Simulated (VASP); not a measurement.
# TaN (P-62m) in VASP: notebook

The runs below take TaN through single point, relaxation of cell and atoms, with LDA.

Program: VASP 6.6.1. These are calculated values, not measurements. Logs are shortened: lines on timing, memory, paths and dates and some standing lists are left out, and cuts for length are marked.

## 1. The cell of the first run

It takes space group P-62m (No. 189, hexagonal). Conventional cell: a = 5.151 Å, b = 5.151 Å, c = 2.874 Å, α = 90.00°, β = 90.00°, γ = 120.00°. Within 3.0 Å of Ta (site symmetry -6) lie 6 N at 2.14 Å and 5 Ta at 2.87 to 2.97 Å. Ta (site symmetry -62m) has 3 N at 2.02 Å within 2.7 Å. Within 2.9 Å of N (site symmetry m2m) lie 5 Ta at 2.02 to 2.14 Å and 6 N at 2.75 to 2.87 Å.

## 2. Single point, LDA

Input file INCAR:

```
SYSTEM = TaN
ALGO = Normal ; EDIFF = 1E-6
ENCUT = 520 ; ISIF = 2
ISMEAR = -1 ; LASPH = .TRUE.
LCHARG = .FALSE. ; LREAL = .FALSE.
LWAVE = .FALSE. ; NBANDS = 33
NELM = 60 ; PREC = Accurate
SIGMA = 0.1
```

Input file KPOINTS:

```
k-points
0
G
  5 5 8
  0 0 0
```

Input file POSCAR:

```
TaN
1.0
    5.1508637598      0.0000000000      0.0000000000
   -2.5754318799      4.4607788675      0.0000000000
    0.0000000000      0.0000000000      2.8741924066
Ta N
3 3
Direct
    0.3333333333      0.6666666667      0.5000000000
    0.6666666667      0.3333333333      0.5000000000
    0.0000000000      0.0000000000      0.0000000000
    0.3930954029      0.0000000000      0.0000000000
    0.6069045971      0.6069045971      0.0000000000
    0.0000000000      0.3930954029      0.0000000000
```

Potentials or basis: VASP PAW LDA potentials, release 64 (Ta_pv, N).

Run with:

```bash
cat potpaw_LDA.64/Ta_pv/POTCAR potpaw_LDA.64/N/POTCAR > POTCAR
mpirun -np 1 vasp_std > vasp.out
```

OUTCAR:

```text
SYSTEM = TaN
   EDIFF = 1E-6
   ENCUT = 520
   ISIF = 2
   ISMEAR = -1
   LASPH = .TRUE.
   LREAL = .FALSE.
   NELM = 60
   PREC = Accurate

 ion  position               nearest neighbor table
   1  0.333  0.667  0.500-   4 2.14   4 2.14   6 2.14   6 2.14   5 2.14   5 2.14   2 2.97   2 2.97
                             2 2.97   3 3.30   3 3.30   3 3.30   3 3.30   3 3.30   3 3.30
   2  0.667  0.333  0.500-   6 2.14   6 2.14   4 2.14   4 2.14   5 2.14   5 2.14   1 2.97   1 2.97
                             1 2.97   3 3.30   3 3.30   3 3.30   3 3.30   3 3.30   3 3.30
   3  0.000  0.000  0.000-   4 2.02   5 2.02   6 2.02   2 3.30   1 3.30   1 3.30   2 3.30   2 3.30
                             2 3.30   1 3.30   1 3.30   2 3.30   2 3.30   1 3.30   1 3.30
   4  0.393  0.000  0.000-   3 2.02   1 2.14   1 2.14   2 2.14   2 2.14
   5  0.607  0.607  0.000-   3 2.02   1 2.14   1 2.14   2 2.14   2 2.14
   6  0.000  0.393  0.000-   3 2.02   2 2.14   2 2.14   1 2.14   1 2.14

  LATTYP: Found a hexagonal cell.
 ALAT       =     5.1508637598
 C/A-ratio  =     0.5580020246

  Lattice vectors:

 A1 = (   5.1508637598,   0.0000000000,   0.0000000000)
 A2 = (  -2.5754318799,   4.4607788675,   0.0000000000)
 A3 = (   0.0000000000,   0.0000000000,   2.8741924066)

Analysis of symmetry for initial positions (statically):
=====================================================================
 Subroutine PRICEL returns:
 Original cell was already a primitive cell.

 Routine SETGRP: Setting up the symmetry group for a
 hexagonal supercell.

 Subroutine GETGRP returns: Found 12 space group operations
 (whereof 12 operations were pure point group operations)
 out of a pool of 24 trial point group operations.

The static configuration has the point symmetry D_3h.

Analysis of symmetry for dynamics (positions and initial velocities):
=====================================================================
 Subroutine PRICEL returns:
 Original cell was already a primitive cell.

 Routine SETGRP: Setting up the symmetry group for a
 hexagonal supercell.

 Subroutine GETGRP returns: Found 12 space group operations
 (whereof 12 operations were pure point group operations)
 out of a pool of 24 trial point group operations.

The dynamic configuration has the point symmetry D_3h.

 Subroutine INISYM returns: Found 12 space group operations
 (whereof 12 operations are pure point group operations),
 and found     1 'primitive' translations

----------------------------------------------------------------------------------------

                                     Primitive cell

  volume of cell :      66.0399

  direct lattice vectors                    reciprocal lattice vectors
     5.150863760  0.000000000  0.000000000     0.194142196  0.112088049  0.000000000
    -2.575431880  4.460778868  0.000000000     0.000000000  0.224176098  0.000000000
     0.000000000  0.000000000  2.874192407     0.000000000  0.000000000  0.347923819

  length of vectors
     5.150863760  5.150863760  2.874192407     0.224176098  0.224176098  0.347923819

  position of ions in fractional coordinates (direct lattice)
     0.333333333  0.666666667  0.500000000
     0.666666667  0.333333333  0.500000000
     0.000000000  0.000000000  0.000000000
     0.393095403  0.000000000  0.000000000
     0.606904597  0.606904597  0.000000000
     0.000000000  0.393095403  0.000000000

  ion indices of the primitive-cell ions
   primitive index   ion index
                 1           1
                 2           2
                 3           3
                 4           4
                 5           5
                 6           6

----------------------------------------------------------------------------------------

 KPOINTS: k-points

Automatic generation of k-mesh.
 Grid dimensions read from file:
 generate k-points for:    5    5    8

 Generating k-lattice:

  Cartesian coordinates                     Fractional coordinates (reciprocal lattice)
     0.038828439  0.022417610  0.000000000     0.200000000  0.000000000  0.000000000
     0.000000000  0.044835220  0.000000000     0.000000000  0.200000000  0.000000000
     0.000000000  0.000000000  0.043490477     0.000000000  0.000000000  0.125000000

  Length of vectors
     0.044835220  0.044835220  0.043490477

  Shift w.r.t. Gamma in fractional coordinates (k-lattice)
     0.000000000  0.000000000  0.000000000

 Subroutine IBZKPT returns following result:
 ===========================================

 Found     25 irreducible k-points:

 Following reciprocal coordinates:
            Coordinates               Weight
  0.000000  0.000000  0.000000      1.000000
  0.200000 -0.000000  0.000000      6.000000
  0.400000  0.000000  0.000000      6.000000
  0.200000  0.200000  0.000000      6.000000
  0.400000  0.200000  0.000000      6.000000
  0.000000  0.000000  0.125000      2.000000
[... 16 lines left out ...]
  0.400000  0.000000  0.500000      6.000000
[... 36 lines left out ...]
   IALGO  =     38    algorithm
   IMIX   =      4    mixing-type and parameters
     AMIX     =   0.40;   BMIX     =  1.00
     AMIX_MAG =   1.60;   BMIX_MAG =  1.00
  volume/ion in A,a.u.               =      11.01        74.28
  Fermi-wavevector in a.u.,A,eV,Ry     =   1.471927  2.781539 29.477977  2.166570
  Thomas-Fermi vector in A             =   2.587004
   LORBIT       =      0    0 simple, 1 ext, 2 COOP (PROOUT), +10 PAW based schemes
   GGA     = CA    functional components
   LHFCALC =     F    Hartree Fock is set to
   AEXX    =    0.0000 exact exchange contribution
   IVDW    =     0    specifies the selected vdW correction
   LEPSILON=     F    determine dielectric tensor
   LRPA    =     F    only Hartree local field effects (RPA)
 non-spin polarized calculation
  energy-cutoff  :      520.00
  volume of cell :       66.04
 maximum number of plane-waves:      1822
 NGX is ok and might be reduce to    40
   NGX = 19   NGY = 19   NGZ = 11

 number of electron      47.9999997 magnetization

 Free energy of the ion-electron system (eV)
  ---------------------------------------------------
  ext. energy  EPLUGINS =         0.00000000
  ---------------------------------------------------
  free energy    TOTEN  =       -74.15217683 eV

  energy without entropy =      -74.12643221  energy(sigma->0) =      -74.13930452

 E-fermi :   8.6470     XC(G=0): -13.4017

 val. band max:        8.4475587361   @ k =   0.2000  -0.0000   0.1250
 cond. band min:       8.7764924174   @ k =   0.2000  -0.0000   0.2500
 fundamental gap:      0.3289336812
 Fermi energy:         8.6470239587

 k-point     1 :       0.0000    0.0000    0.0000
  band No.  band energies     occupation
      1     -27.5118      2.00000
      2     -27.5118      2.00000
      3     -27.1271      2.00000
      4     -27.1271      2.00000
      5     -26.9111      2.00000
      6     -26.7879      2.00000
[... 25 lines left out ...]
     32      11.8065      0.00000
     33      11.8065      0.00000

 k-point     2 :       0.2000   -0.0000    0.0000
  band No.  band energies     occupation
      1     -27.5485      2.00000
      2     -27.5000      2.00000
      3     -27.0940      2.00000
      4     -27.0770      2.00000
      5     -26.9000      2.00000
      6     -26.7980      2.00000
[... 25 lines left out ...]
     32      12.0767      0.00000
     33      12.1049      0.00000

 k-point     3 :       0.4000    0.0000    0.0000
  band No.  band energies     occupation
      1     -27.5967      2.00000
      2     -27.4216      2.00000
      3     -27.1521      2.00000
      4     -27.0039      2.00000
      5     -26.8749      2.00000
      6     -26.8216      2.00000
[... 25 lines left out ...]
     32      12.4640      0.00000
     33      12.7004      0.00000

 k-point     4 :       0.2000    0.2000    0.0000
  band No.  band energies     occupation
      1     -27.5673      2.00000
      2     -27.4675      2.00000
      3     -27.1353      2.00000
      4     -27.0132      2.00000
      5     -26.8812      2.00000
      6     -26.8156      2.00000
[... 673 lines left out ...]
     32      13.0744      0.00000
     33      13.1158      0.00000

 k-point    23 :       0.4000    0.0000    0.5000
  band No.  band energies     occupation
      1     -27.8568      2.00000
      2     -27.7370      2.00000
      3     -27.3669      2.00000
      4     -27.2692      2.00000
      5     -27.0162      2.00000
      6     -26.8793      2.00000
[... 25 lines left out ...]
     32      13.8107      0.00000
     33      14.0362      0.00000

 k-point    24 :       0.2000    0.2000    0.5000
  band No.  band energies     occupation
      1     -27.8617      2.00000
      2     -27.7290      2.00000
      3     -27.3802      2.00000
      4     -27.2502      2.00000
      5     -27.0223      2.00000
      6     -26.8776      2.00000
[... 25 lines left out ...]
     32      13.6021      0.00000
     33      13.9709      0.00000

 [... further k-points ...]
[... 5 lines left out ...]
  --------------------------------------------------------------------------------------
  -------------------------------------------------------------------------------------
  Total        0.7745567      0.7745567      0.7790513      0.0000000     -0.0000000      0.0000000
  in kB       18.7913158     18.7913158     18.9003583      0.0000000     -0.0000000      0.0000000
  external PRESSURE =      18.8276633 kB  Pullay stress =       0.0000000 kB

 VOLUME and BASIS-vectors are now :
 -----------------------------------------------------------------------------
  energy-cutoff  :      520.00
  volume of cell :       66.04
      direct lattice vectors                 reciprocal lattice vectors
     5.150863760  0.000000000  0.000000000     0.194142196  0.112088049  0.000000000
    -2.575431880  4.460778868  0.000000000     0.000000000  0.224176098  0.000000000
     0.000000000  0.000000000  2.874192407     0.000000000  0.000000000  0.347923819

 POSITION                                       TOTAL-FORCE (eV/Angst)
 -----------------------------------------------------------------------------------
     -0.00000      2.97385      1.43710        -0.000000      0.000000      0.000000
      2.57543      1.48693      1.43710        -0.000000      0.000000      0.000000
      0.00000      0.00000      0.00000        -0.000000      0.000000      0.000000
      2.02478      0.00000      0.00000         0.020185      0.000000      0.000000
      1.56304      2.70727      0.00000        -0.010092     -0.017480      0.000000
     -1.01239      1.75351      0.00000        -0.010092      0.017480      0.000000
 -----------------------------------------------------------------------------------
    total drift:                               -0.000002     -0.000003      0.000000

  FREE ENERGIE OF THE ION-ELECTRON SYSTEM (eV)
  ---------------------------------------------------
  free  energy   TOTEN  =       -74.1521768273 eV

  energy  without entropy=      -74.1264322090  energy(sigma->0) =      -74.13930452
```

Wall time 28 s (1 thread of Intel Xeon 6975P-C (Granite Rapids), shared host); peak memory 0.18 GiB.

Results:

```
Free energy            : -74.1522 eV
Pressure               : 1.9 GPa
Largest force          : 0.020 eV/Å
Band gap on the k mesh : zero (bands 24 and 25 overlap by 3.19 eV)
```

Forces in eV/Å, atoms in the order of the input:
```
Ta   0.000  0.000  0.000
Ta   0.000  0.000  0.000
Ta   0.000  0.000  0.000
N    0.020  0.000  0.000
N   -0.010 -0.017  0.000
N   -0.010  0.017  0.000
```

Levels at points of the mesh, in eV from the Fermi level:
```csv
k point,band 21,band 22,band 23,band 24,band 25,band 26,band 27,band 28
"(0.00, 0.00, 0.00)",-4.44,-3.44,-2.11,-1.09,-1.09,0.46,0.46,1.71
"(0.00, 0.00, 0.50)",-4.48,-3.08,-3.08,1.82,1.82,2.03,2.15,2.15
```

Caveat: spin-orbit coupling is left out, which moves the levels of the heavy elements.

## 3. Single point, LDA

This run uses another cell than the first one, of 10.94 Å³/atom.

Input file INCAR:

```
SYSTEM = TaN
PREC = Accurate
ENCUT = 520
EDIFF = 1E-6
ISMEAR = -1
SIGMA = 0.1
LREAL = .False.
LASPH = .True.
NELM = 80
ALGO = Normal
ISIF = 2
LWAVE = .False.
LCHARG = .False.
NBANDS = 33
```

Input file KPOINTS:

```
Automatic mesh
0
Gamma
  5 5 8
  0 0 0
```

Input file POSCAR:

```
TaN
1.0
    5.1403598850      0.0000000000      0.0000000000
   -2.5701799425      4.4516822450      0.0000000000
    0.0000000000      0.0000000000      2.8694131804
Ta N
3 3
Direct
    0.3333333333      0.6666666667      0.5000000000
    0.6666666667      0.3333333333      0.5000000000
    0.0000000000      0.0000000000      0.0000000000
    0.3933360659      0.0000000000      0.0000000000
    0.6066639341      0.6066639341      0.0000000000
    0.0000000000      0.3933360659      0.0000000000
```

Potentials or basis: VASP PAW LDA potentials, release 64 (Ta_pv, N).

Run with:

```bash
cat potpaw_LDA.64/Ta_pv/POTCAR potpaw_LDA.64/N/POTCAR > POTCAR
mpirun -np 1 vasp_std > vasp.out
```

Run time: 26 s. Hardware: 1 thread of Intel Xeon 6975P-C (Granite Rapids), shared host; peak memory 0.18 GiB.

Results (log left out):

| Property | Result |
| --- | --- |
| Free energy | -74.1452 eV |
| Pressure | 3.9 GPa |
| Largest force | 0.021 eV/Å |
| Band gap on the k mesh | zero (bands 24 and 25 overlap by 3.21 eV) |

Forces on the atoms (eV/Å):
```
Ta   0.000  0.000  0.000
Ta   0.000  0.000  0.000
Ta   0.000  0.000  0.000
N    0.021  0.000  0.000
N   -0.010 -0.018  0.000
N   -0.010  0.018  0.000
```

Levels at points of the mesh, in eV from the Fermi level:
```
           k point  band 22  band 23  band 24  band 25  band 26  band 27
(0.00, 0.00, 0.00)    -3.46    -2.12    -1.10    -1.10     0.45     0.45
(0.00, 0.00, 0.50)    -3.10    -3.10     1.84     1.84     2.03     2.16
```

Caveat: the cell stands under pressure; spin-orbit coupling is left out, which moves the levels of the heavy elements.

## 4. Single point, LDA

This run uses another cell than the first one, of 11.07 Å³/atom.

Input file INCAR:

```
SYSTEM = TaN
PREC = Accurate
ENCUT = 520
EDIFF = 1E-7
ISMEAR = -1
SIGMA = 0.1
LREAL = .FALSE.
LASPH = .TRUE.
NELM = 60
ALGO = Normal
ISIF = 2
LWAVE = .FALSE.
LCHARG = .FALSE.
GGA = CA
NBANDS = 33
```

Input file KPOINTS:

```
Automatic mesh
0
G
  5 5 8
  0 0 0
```

Input file POSCAR:

```
TaN
1.0
    5.1616441993      0.0000000000      0.0000000000
   -2.5808220996      4.4701150019      0.0000000000
    0.0000000000      0.0000000000      2.8791118526
Ta N
3 3
Direct
    0.3333333333      0.6666666667      0.5000000000
    0.6666666667      0.3333333333      0.5000000000
    0.0000000000      0.0000000000      0.0000000000
    0.3928467213      0.0000000000      0.0000000000
    0.6071532787      0.6071532787      0.0000000000
    0.0000000000      0.3928467213      0.0000000000
```

Run with:

```bash
cat potpaw_LDA.64/Ta_pv/POTCAR potpaw_LDA.64/N/POTCAR > POTCAR
mpirun -np 1 vasp_std > vasp.out
```

Run time: 27 s. Hardware: 1 thread of Intel Xeon 6975P-C (Granite Rapids), shared host; peak memory 0.18 GiB.

Results (log left out):

| Property | Result |
| --- | --- |
| Free energy | -74.1545 eV |
| Pressure | -0.2 GPa |
| Largest force | 0.020 eV/Å |
| Band gap on the k mesh | zero (bands 24 and 25 overlap by 3.17 eV) |

Forces on the atoms (eV/Å):
```
Ta   0.000  0.000  0.000
Ta   0.000  0.000  0.000
Ta   0.000  0.000  0.000
N    0.020  0.000  0.000
N   -0.010 -0.017  0.000
N   -0.010  0.017  0.000
```

Levels at points of the mesh, in eV from the Fermi level:
```tsv
k point	band 22	band 23	band 24	band 25	band 26	band 27
(0.00, 0.00, 0.00)	-3.43	-2.10	-1.08	-1.08	0.46	0.46
(0.00, 0.00, 0.50)	-3.05	-3.05	1.80	1.80	2.02	2.13
```

Caveat: spin-orbit coupling is left out, which moves the levels of the heavy elements.

## 5. Relaxation of cell and atoms, LDA, target pressure -2 GPa, at which the enthalpy is minimised

This run uses another cell than the first one, of 11.34 Å³/atom.

Input file INCAR:

```
PREC = Accurate ; ENCUT = 600
EDIFF = 1E-6 ; ISMEAR = -1
SIGMA = 0.1 ; LREAL = F
LASPH = T ; NELM = 60
ALGO = Normal ; ISIF = 3
LWAVE = F ; LCHARG = F
IBRION = 2 ; NSW = 60
EDIFFG = -0.01 ; PSTRESS = -20.0
```

Input file KPOINTS:

```
regular mesh
0
Gamma
  5 5 8
```

Input file POSCAR:

```
TaN
1.0
    5.1960000000      0.0000000000      0.0000000000
   -2.5980000000      4.4998680000      0.0000000000
    0.0000000000      0.0000000000      2.9110000000
Ta N
3 3
Direct
    0.3333333333      0.6666666667      0.5000000000
    0.6666666667      0.3333333333      0.5000000000
    0.0000000000      0.0000000000      0.0000000000
    0.3928500000      0.0000000000      0.0000000000
    0.6071500000      0.6071500000      0.0000000000
    0.0000000000      0.3928500000      0.0000000000
```

Run with:

```bash
cat potpaw_LDA.64/Ta_pv/POTCAR potpaw_LDA.64/N/POTCAR > POTCAR
mpirun -np 1 vasp_std > vasp.out
```

It took 97 s on 1 thread of Intel Xeon 6975P-C (Granite Rapids), shared host; peak memory 0.2 GiB.

It converged, with:

| Property | Result |
| --- | --- |
| Free energy | -74.1556 eV |
| Relaxed volume | 11.13 Å³/atom |
| Relaxed cell | a = 5.171 Å, b = 5.171 Å, c = 2.884 Å, α = 90.00°, β = 90.00°, γ = 120.00° |
| Space group after relaxing (to 0.1 Å) | P-62m (No. 189) |
| Energy change on relaxing (the run minimises the enthalpy) | -7.3 meV/atom |
| Ionic steps | 6 |
| Pressure after relaxing | -2.0 GPa |
| Band gap on the k mesh | zero (bands 24 and 25 overlap by 3.15 eV) |

The path:
```tsv
step	energy change (eV)	largest force (eV/Å)	pressure (GPa)	volume (Å³)
1	0.0000	0.0605	-8.34	68.06
2	0.0833	0.2296	15.77	63.74
3	-0.0434	0.0225	-2.04	66.78
4	-0.0437	0.0242	-1.91	66.76
5	-0.0435	0.0149	-2.06	66.78
6	-0.0438	0.0003	-1.98	66.77
```

Final structure:
```yaml
crystal:
  lattice:
    - [5.17082, 0.00000, 0.00000]
    - [-2.58541, 4.47806, 0.00000]
    - [0.00000, 0.00000, 2.88369]
  atoms:
    - { symbol: Ta, position: [0.33333, 0.66667, 0.50000] }
    - { symbol: Ta, position: [0.66667, 0.33333, 0.50000] }
    - { symbol: Ta, position: [0.00000, 0.00000, 0.00000] }
    - { symbol: N, position: [0.39281, 0.00000, 0.00000] }
    - { symbol: N, position: [0.60719, 0.60719, 0.00000] }
    - { symbol: N, position: [0.00000, 0.39281, 0.00000] }
```

Levels at points of the mesh, in eV from the Fermi level:
```tsv
k point	band 20	band 21	band 22	band 23	band 24	band 25	band 26	band 27	band 28
(0.00, 0.00, 0.00)	-5.22	-4.40	-3.41	-2.09	-1.08	-1.08	0.46	0.46	1.68
(0.00, 0.00, 0.50)	-4.66	-4.46	-3.03	-3.03	1.79	1.79	2.01	2.12	2.12
```

Caveat: the cell is relaxed towards a set pressure, so the run minimises the enthalpy, not the energy; spin-orbit coupling is left out, which moves the levels of the heavy elements. LDA usually gives volumes a few per cent too small.

## 6. Summary

| task | cell | cutoff (eV) | gap on the mesh (eV) | pressure (GPa) | largest force (eV/Å) |
| --- | --- | --- | --- | --- | --- |
| single point | a = 5.151, b = 5.151, c = 2.874 Å, angles 90.0, 90.0, 120.0°, 6 atoms | 520 | none | 1.9 | 0.02 |
| single point | a = 5.140, b = 5.140, c = 2.869 Å, angles 90.0, 90.0, 120.0°, 6 atoms | 520 | none | 3.9 | 0.02 |
| single point | a = 5.162, b = 5.162, c = 2.879 Å, angles 90.0, 90.0, 120.0°, 6 atoms | 520 | none | -0.2 | 0.02 |
| relaxation of cell and atoms | relaxed to -2 GPa from a = 5.196, b = 5.196, c = 2.911 Å, angles 90.0, 90.0, 120.0°, 6 atoms | 600 | none | -2.0 | - |

Alike in all rows: level LDA; potentials or basis VASP PAW LDA potentials, release 64 (Ta_pv, N); no spin polarisation; k mesh 5 × 5 × 8; smearing fermi-dirac 0.1 eV.

Caveats: spin-orbit coupling is left out, which moves the levels of the heavy elements; the cell stands under pressure (at least some runs); the cell is relaxed towards a set pressure, so the run minimises the enthalpy, not the energy (at least some runs).

Total energies depend on the potentials used, so only differences within one code and one set of settings carry meaning.
